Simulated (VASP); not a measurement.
# TiO2 in VASP: a series of runs

Runs on TiO2. Level: PBE. Tasks: single point.

Program: VASP 6.6.1. These are calculated values, not measurements. Logs are shortened: lines on timing, memory, paths and dates and some standing lists are left out, and cuts for length are marked.

### 1 The cell of the first run

The typed cell holds 30 atoms: a = 7.720 Å, b = 7.720 Å, c = 7.720 Å, α = 102.18°, β = 113.24°, γ = 113.24°.

### 2 Single point, PBE

Contents of INCAR:

```
SYSTEM = TiO2
  PREC = Accurate
  ENCUT = 520
  EDIFF = 1E-6
  ISMEAR = 0
  SIGMA = 0.02
  LREAL = Auto
  LASPH = .True.
  NELM = 80
  ALGO = Normal
  ISIF = 2
  LWAVE = .False.
  LCHARG = .True.
  GGA = PE
  LELF = .True.
  LVHAR = .True.
  NBANDS = 141
```

Contents of KPOINTS:

```
Automatic mesh
0
Gamma
  2 2 2
  0.5 0.5 0.5
```

Contents of POSCAR:

```
TiO2
1.0
   -1.8995999942     -5.6987999826      4.8488731938
   -5.6987999826      1.8995999942     -4.8488731938
    5.6987999826     -1.8995999942     -4.8488731938
Ti O
10 20
Direct
    0.3992055936      0.8000813087      0.5995682738
   -0.0008018324      0.0000817932     -0.0004407582
    0.1992184709      0.4000763643      0.7995641228
    0.7992138253      0.6000992295      0.1995731438
    0.5992039949      0.2000902694      0.3995679431
    0.4991810321      0.2500247110      0.7495943845
    0.0991832302      0.4500361050      0.1495917976
    0.2991731970      0.8500237336      0.9495943620
    0.8991754744      0.0500448643      0.3495913753
    0.6991860012      0.6500360313      0.5495930506
    0.4992157260      0.0436075954      0.5431280098
    0.0991601722      0.2435886303      0.9430964128
    0.2992461225      0.6436144599      0.7431592968
    0.8991788329      0.8435998377      0.1431163231
    0.6991985767      0.4436193207      0.3431301084
    0.3992050073      0.5936202635      0.3931213943
    0.9991878064      0.7935891533      0.7931284403
    0.1992066587      0.1936263940      0.5931268512
    0.7991936276      0.3936071195      0.9931291570
    0.5992151359      0.9936302871      0.1930989651
    0.4991841463      0.4564873345      0.9560574130
    0.0991882236      0.6565105660      0.3560488948
    0.2991971219      0.0565087298      0.1560420013
    0.8992015053      0.2565394705      0.5560292377
    0.6992015421      0.8565320717      0.7560468132
    0.3991234650      0.0064906520      0.8059866089
    0.9992388319      0.2065300675      0.2060586125
    0.1992000975      0.6065230295      0.0060486264
    0.7992159659      0.8065429717      0.4060571427
    0.5991832520      0.4065176995      0.6060355380
```

Potentials or basis: VASP PAW PBE potentials, release 64 (Ti_sv, O).

Run with:

```bash
> cat potpaw_PBE.64/Ti_sv/POTCAR potpaw_PBE.64/O/POTCAR > POTCAR
> mpirun -np 1 vasp_std > vasp.out
```

OUTCAR:

```text
SYSTEM = TiO2
   PREC = Accurate
   ENCUT = 520
   EDIFF = 1E-6
   ISMEAR = 0
   LREAL = Auto
   LASPH = .True.
   NELM = 80
   ISIF = 2
   GGA = PE

 ion  position               nearest neighbor table
   1  0.399  0.800  0.600-  11 1.95  22 1.95  25 1.95  13 1.95  16 2.00  26 2.00
   2  0.999  0.000  1.000-  12 1.95  25 1.95  23 1.95  14 1.95  27 2.00  17 2.00
   3  0.199  0.400  0.800-  13 1.95  21 1.95  24 1.95  12 1.95  18 2.00  28 2.00
   4  0.799  0.600  0.200-  14 1.95  22 1.95  21 1.95  15 1.95  19 2.00  29 2.00
   5  0.599  0.200  0.400-  15 1.95  23 1.95  24 1.95  11 1.95  30 2.00  20 2.00
   6  0.499  0.250  0.750-  26 1.95  19 1.95  18 1.95  30 1.95  11 2.00  21 2.00
   7  0.099  0.450  0.150-  27 1.95  19 1.95  16 1.95  28 1.95  12 2.00  22 2.00
   8  0.299  0.850  0.950-  28 1.95  17 1.95  20 1.95  26 1.95  23 2.00  13 2.00
   9  0.899  0.050  0.350-  29 1.95  20 1.95  18 1.95  27 1.95  24 2.00  14 2.00
  10  0.699  0.650  0.550-  30 1.95  17 1.95  16 1.95  29 1.95  15 2.00  25 2.00
  11  0.499  0.044  0.543-   1 1.95   5 1.95   6 2.00
  12  0.099  0.244  0.943-   2 1.95   3 1.95   7 2.00
  13  0.299  0.644  0.743-   3 1.95   1 1.95   8 2.00
  14  0.899  0.844  0.143-   4 1.95   2 1.95   9 2.00
  15  0.699  0.444  0.343-   5 1.95   4 1.95  10 2.00
  16  0.399  0.594  0.393-  10 1.95   7 1.95   1 2.00
[... 12 lines left out ...]
  29  0.799  0.807  0.406-   9 1.95  10 1.95   4 2.00
  30  0.599  0.407  0.606-  10 1.95   6 1.95   5 2.00

  LATTYP: Found a body centered tetragonal cell.
 ALAT       =     8.4952694342
 C/A-ratio  =     1.1415466528

  Lattice vectors:

 A1 = (   5.6987999826,  -1.8995999942,   4.8488731938)
 A2 = (  -5.6987999826,   1.8995999942,   4.8488731938)
 A3 = (  -1.8995999942,  -5.6987999826,  -4.8488731938)

Analysis of symmetry for initial positions (statically):
=====================================================================
 Subroutine PRICEL returns:
 Original cell was already a primitive cell.

 Routine SETGRP: Setting up the symmetry group for a
 body centered tetragonal supercell.

 Subroutine GETGRP returns: Found  1 space group operations
 (whereof  1 operations were pure point group operations)
 out of a pool of 16 trial point group operations.

The static configuration has the point symmetry C_1 .

Analysis of symmetry for dynamics (positions and initial velocities):
=====================================================================
 Subroutine PRICEL returns:
 Original cell was already a primitive cell.

 Routine SETGRP: Setting up the symmetry group for a
 body centered tetragonal supercell.

 Subroutine GETGRP returns: Found  1 space group operations
 (whereof  1 operations were pure point group operations)
 out of a pool of 16 trial point group operations.

The dynamic configuration has the point symmetry C_1 .

 Subroutine INISYM returns: Found  1 space group operations
 (whereof  1 operations are pure point group operations),
 and found     1 'primitive' translations

----------------------------------------------------------------------------------------

                                     Primitive cell

  volume of cell :     349.9413

  direct lattice vectors                    reciprocal lattice vectors
    -1.899599994 -5.698799983  4.848873194    -0.052642662 -0.157927985  0.000000000
    -5.698799983  1.899599994 -4.848873194    -0.105285324 -0.052642662 -0.103116741
     5.698799983 -1.899599994 -4.848873194     0.052642662 -0.105285324 -0.103116741

  length of vectors
     7.719868692  7.719868692  7.719868692     0.166470713  0.156490611  0.156490611

  position of ions in fractional coordinates (direct lattice)
     0.399205594  0.800081309  0.599568274
     0.999198168  0.000081793  0.999559242
     0.199218471  0.400076364  0.799564123
     0.799213825  0.600099230  0.199573144
     0.599203995  0.200090269  0.399567943
     0.499181032  0.250024711  0.749594384
[... 22 lines left out ...]
     0.799215966  0.806542972  0.406057143
     0.599183252  0.406517700  0.606035538

  ion indices of the primitive-cell ions
   primitive index   ion index
                 1           1
                 2           2
                 3           3
                 4           4
                 5           5
                 6           6
[... 22 lines left out ...]
                29          29
                30          30

----------------------------------------------------------------------------------------

 KPOINTS: Automatic mesh

Automatic generation of k-mesh.
 Grid dimensions read from file:
 generate k-points for:    2    2    2

 Generating k-lattice:

  Cartesian coordinates                     Fractional coordinates (reciprocal lattice)
    -0.026321331 -0.078963993  0.000000000     0.500000000  0.000000000 -0.000000000
    -0.052642662 -0.026321331 -0.051558370    -0.000000000  0.500000000  0.000000000
     0.026321331 -0.052642662 -0.051558370     0.000000000  0.000000000  0.500000000

  Length of vectors
     0.083235357  0.078245306  0.078245306

  Shift w.r.t. Gamma in fractional coordinates (k-lattice)
     0.500000000  0.500000000  0.500000000

 Subroutine IBZKPT returns following result:
 ===========================================

 Found      4 irreducible k-points:

 Following reciprocal coordinates:
            Coordinates               Weight
  0.250000  0.250000  0.250000      2.000000
 -0.250000  0.250000  0.250000      2.000000
  0.250000 -0.250000  0.250000      2.000000
 -0.250000 -0.250000  0.250000      2.000000
   k-points           NKPTS =      4   k-points in BZ     NKDIM =      4   number of bands    NBANDS=    141
   number of dos      NEDOS =    301   number of ions     NIONS =     30
   total plane-waves  NPLWV = 216000
   dimension x,y,z NGX =    60 NGY =   60 NGZ =   60
   dimension x,y,z NGXF=   120 NGYF=  120 NGZF=  120
   ions per type =              10  20
   NGX,Y,Z   is equivalent  to a cutoff of  12.92, 12.92, 12.92 a.u.
   NGXF,Y,Z  is equivalent  to a cutoff of  25.84, 25.84, 25.84 a.u.
 SYSTEM =  TiO2
   PREC   = accura    normal or accurate (medium, high low for compatibility)
   ISTART =      0    job   : 0-new  1-cont  2-samecut
   ICHARG =      2    charge: 1-file 2-atom 10-const
   ISPIN  =      1    spin polarized calculation?
   LNONCOLLINEAR =      F non collinear calculations
   LSORBIT =      F    spin-orbit coupling
   LASPH  =      T    aspherical Exc in radial PAW
   ENCUT  =  520.0 eV  38.22 Ry    6.18 a.u.  14.35 14.35 14.35*2*pi/ulx,y,z
   NELM   =     80;   NELMIN=  2; NELMDL= -5     # of ELM steps
   EDIFF  = 0.1E-05   stopping-criterion for ELM
   LREAL  =      T    real-space projection
   EDIFFG = 0.1E-04   stopping-criterion for IOM
   NSW    =      0    number of steps for IOM
   IBRION =     -1    ionic relax: 0-MD 1-quasi-New 2-CG
   NFREE  =      0    steps in history (QN), initial steepest desc. (CG)
   ISIF   =      2    stress and relaxation
   ISYM   =      2    0-nonsym 1-usesym 2-fastsym
   POTIM  = 0.5000    time-step for ionic-motion
   TEBEG  =    0.0;   TEEND  =   0.0 temperature during run
   PSTRESS=    0.0 pullay stress
   NELECT =     240.0000    total number of electrons
   NUPDOWN=      -1.0000    fix difference up-down
   EMIN   =  10.00;   EMAX   =-10.00  energy-range for DOS
   EFERMI =   0.00;   METHOD = LEGACY
   ISMEAR =     0;   SIGMA  =   0.02  broadening in eV -4-tet -1-fermi 0-gaus
   EFERMI_NEDOS =   21; number of points for ismear=-14 and -15
   IALGO  =     38    algorithm
   IMIX   =      4    mixing-type and parameters
     AMIX     =   0.40;   BMIX     =  1.00
     AMIX_MAG =   1.60;   BMIX_MAG =  1.00
  volume/ion in A,a.u.               =      11.66        78.72
  Fermi-wavevector in a.u.,A,eV,Ry     =   1.443711  2.728218 28.358634  2.084301
  Thomas-Fermi vector in A             =   2.562088
   LORBIT       =      0    0 simple, 1 ext, 2 COOP (PROOUT), +10 PAW based schemes
   GGA     = PE    functional components
   LHFCALC =     F    Hartree Fock is set to
   AEXX    =    0.0000 exact exchange contribution
   IVDW    =     0    specifies the selected vdW correction
   LEPSILON=     F    determine dielectric tensor
   LRPA    =     F    only Hartree local field effects (RPA)
 non-spin polarized calculation
 Gauss-broadening in eV      SIGMA  =   0.02
  energy-cutoff  :      520.00
  volume of cell :      349.94
 maximum number of plane-waves:      9446
 NGX is ok and might be reduce to    60

 number of electron     240.0000007 magnetization

 Free energy of the ion-electron system (eV)
  ---------------------------------------------------
  ext. energy  EPLUGINS =         0.00000000
  ---------------------------------------------------
  free energy    TOTEN  =      -269.32715212 eV

  energy without entropy =     -269.32715212  energy(sigma->0) =     -269.32715212

 E-fermi :   3.2733     XC(G=0): -10.5925

 val. band max:        3.0487864620   @ k =   0.2500  -0.2500   0.2500
 cond. band min:       5.3452223732   @ k =  -0.2500   0.2500   0.2500
 fundamental gap:      2.2964359111
 Fermi energy:         3.2732681546

 k-point     1 :       0.2500    0.2500    0.2500
  band No.  band energies     occupation
      1     -53.3029      2.00000
      2     -53.3029      2.00000
      3     -53.3028      2.00000
      4     -53.3028      2.00000
      5     -53.2860      2.00000
      6     -53.2859      2.00000
[... 124 lines left out ...]
    131       6.5307      0.00000
    132       6.5309      0.00000

 k-point     2 :      -0.2500    0.2500    0.2500
  band No.  band energies     occupation
      1     -53.3082      2.00000
      2     -53.2986      2.00000
      3     -53.2986      2.00000
      4     -53.2986      2.00000
      5     -53.2985      2.00000
      6     -53.2765      2.00000
[... 124 lines left out ...]
    131       6.6260      0.00000
    132       6.6264      0.00000

 k-point     3 :       0.2500   -0.2500    0.2500
  band No.  band energies     occupation
      1     -53.3117      2.00000
      2     -53.3008      2.00000
      3     -53.2983      2.00000
      4     -53.2911      2.00000
      5     -53.2904      2.00000
      6     -53.2875      2.00000
[... 124 lines left out ...]
    131       6.4785      0.00000
    132       6.5529      0.00000

 k-point     4 :      -0.2500   -0.2500    0.2500
  band No.  band energies     occupation
      1     -53.3117      2.00000
      2     -53.3008      2.00000
      3     -53.2983      2.00000
      4     -53.2911      2.00000
      5     -53.2904      2.00000
      6     -53.2874      2.00000
[... 124 lines left out ...]
    131       6.4784      0.00000
    132       6.5530      0.00000
 [bands above 132 left out]

------------------------ aborting loop because EDIFF is reached ----------------------------------------

  FORCE on cell =-STRESS in cart. coord.  units (eV):
  Direction    XX          YY          ZZ          XY          YZ          ZX
  --------------------------------------------------------------------------------------
  -------------------------------------------------------------------------------------
  Total        1.5204257      1.4821104      1.8284562      0.0106598      0.0254316     -0.0089413
  in kB        6.9611445      6.7857208      8.3714370      0.0488051      0.1164364     -0.0409371
  external PRESSURE =       7.3727674 kB  Pullay stress =       0.0000000 kB

 VOLUME and BASIS-vectors are now :
 -----------------------------------------------------------------------------
  energy-cutoff  :      520.00
  volume of cell :      349.94
      direct lattice vectors                 reciprocal lattice vectors
    -1.899599994 -5.698799983  4.848873194    -0.052642662 -0.157927985  0.000000000
    -5.698799983  1.899599994 -4.848873194    -0.105285324 -0.052642662 -0.103116741
     5.698799983 -1.899599994 -4.848873194     0.052642662 -0.105285324 -0.103116741

 POSITION                                       TOTAL-FORCE (eV/Angst)
 -----------------------------------------------------------------------------------
     -1.90101     -1.89410     -4.85103         0.001917     -0.001911      0.000319
      3.79775     -7.59284     -0.00215         0.001919     -0.001816      0.000054
      1.89817     -1.89417     -4.85092         0.002187     -0.001572     -0.000529
     -3.80070     -3.79372     -0.00222         0.002233     -0.002366      0.000418
     -0.00146     -3.79367     -0.00220         0.001757     -0.001204      0.000514
      1.89870     -3.79372     -2.42656        -0.000212     -0.001305      0.000293
[... 22 lines left out ...]
     -3.80048     -3.79381     -2.00445        -0.000373      0.000730     -0.018075
     -0.00120     -3.79363     -2.00438        -0.000511      0.000473     -0.017641
 -----------------------------------------------------------------------------------
    total drift:                               -0.005601      0.017188      0.017829

  FREE ENERGIE OF THE ION-ELECTRON SYSTEM (eV)
  ---------------------------------------------------
  free  energy   TOTEN  =      -269.3271521249 eV

  energy  without entropy=     -269.3271521249  energy(sigma->0) =     -269.32715212
```

Wall time 8 min (1 thread of AMD EPYC 7R13 (Zen 3), shared host); peak memory 0.51 GiB.

Results:

```
Free energy            : -269.3272 eV
Pressure               : 0.7 GPa
Largest force          : 0.019 eV/Å
Band gap on the k mesh : 2.30 eV
```

Forces on the atoms (eV/Å):
```
Ti   0.002 -0.002  0.000
Ti   0.002 -0.002  0.000
Ti   0.002 -0.002 -0.001
Ti   0.002 -0.002  0.000
Ti   0.002 -0.001  0.001
Ti   0.000 -0.001  0.000
Ti   0.000 -0.002  0.001
Ti   0.000 -0.002  0.001
Ti   0.000 -0.002  0.001
Ti   0.000 -0.001  0.001
O   -0.001  0.001  0.018
O   -0.001  0.001  0.018
O   -0.001  0.001  0.017
O   -0.001  0.001  0.018
O    0.000  0.001  0.017
O    0.000  0.001  0.018
O    0.000  0.002  0.018
O    0.000  0.001  0.018
O    0.000  0.001  0.018
O    0.000  0.001  0.017
O   -0.001  0.000 -0.018
O   -0.001  0.000 -0.018
O   -0.001  0.001 -0.018
O    0.000  0.001 -0.018
O   -0.001  0.001 -0.018
O    0.000 -0.001 -0.018
O   -0.001  0.001 -0.019
O   -0.001  0.000 -0.018
O    0.000  0.001 -0.018
O   -0.001  0.000 -0.018
```

Levels at points of the mesh, in eV from the valence-band top:
```csv
k point,band 116,band 117,band 118,band 119,band 120,band 121,band 122,band 123,band 124,band 125
"(0.25, 0.25, 0.25)",-0.35,-0.35,-0.35,-0.14,-0.14,3.04,3.04,3.04,3.04,3.28
```

Caveat: a shifted mesh leaves out Γ, where band edges can lie. A k mesh can miss the band edges.

### 3 Single point, PBE

This run uses another cell than the first one: it holds 6 atoms, not 30.

Contents of INCAR:

```
SYSTEM = TiO2
  PREC = Accurate
  ENCUT = 520
  EDIFF = 1E-6
  ISMEAR = 0
  SIGMA = 0.02
  LREAL = .False.
  LASPH = .True.
  NELM = 80
  ALGO = Normal
  ISIF = 2
  LWAVE = .False.
  LCHARG = .False.
  GGA = PE
  NBANDS = 33
```

Contents of KPOINTS:

```
Automatic mesh
0
Gamma
  10 10 10
  0 0 0
```

Contents of POSCAR:

```
TiO2
1.0
   -1.8995999942      1.8995999942      4.8488731938
    1.8995999942     -1.8995999942      4.8488731938
    1.8995999942      1.8995999942     -4.8488731938
Ti O
2 4
Direct
    0.0000000000      0.0000000000      0.0000000000
    0.7500000000      0.2500000000      0.5000000000
    0.9564814582      0.4564814582      0.5000000000
    0.2064814582      0.2064814582      0.0000000000
    0.5435185418      0.0435185418      0.5000000000
    0.7935185418      0.7935185418      0.0000000000
```

Potentials or basis: VASP PAW PBE potentials, release 64 (Ti_sv, O).

Run with:

```bash
> cat potpaw_PBE.64/Ti_sv/POTCAR potpaw_PBE.64/O/POTCAR > POTCAR
> mpirun -np 1 vasp_std > vasp.out
```

It took 5 min on 1 thread of AMD EPYC 9R45 (Zen 5), shared host; peak memory 0.34 GiB.

It converged, with:

- Free energy: -53.8648 eV
- Pressure: 0.7 GPa
- Largest force: 0.020 eV/Å
- Band gap on the k mesh: 2.11 eV (least direct gap 2.41 eV)

Forces in eV/Å, atoms in the order of the input:
```
Ti   0.000  0.000  0.000
Ti   0.000  0.000  0.000
O    0.000  0.000  0.020
O    0.000  0.000  0.020
O    0.000  0.000 -0.020
O    0.000  0.000 -0.020
```

Stress tensor (GPa, compression positive):
```
0.64 0.00 0.00
0.00 0.64 0.00
0.00 0.00 0.74
```

Levels at points of the mesh, in eV from the valence-band top:
```
           k point  band 20  band 21  band 22  band 23  band 24  band 25  band 26  band 27  band 28  band 29
(0.00, 0.00, 0.00)    -0.79    -0.79    -0.78    -0.41    -0.41     2.11     2.78     3.97     3.97     3.98
(0.50, 0.00, 0.00)    -1.89    -1.88    -0.87    -0.84    -0.63     3.19     3.46     3.51     3.52     4.20
(0.50, 0.50, 0.00)    -2.56    -1.97    -1.97    -0.04    -0.04     3.21     3.21     3.69     3.69     4.77
(0.50, 0.50, 0.50)    -1.32    -1.23    -1.23    -0.09    -0.09     2.43     2.43     3.70     3.70     4.26
```

A k mesh can miss the band edges.
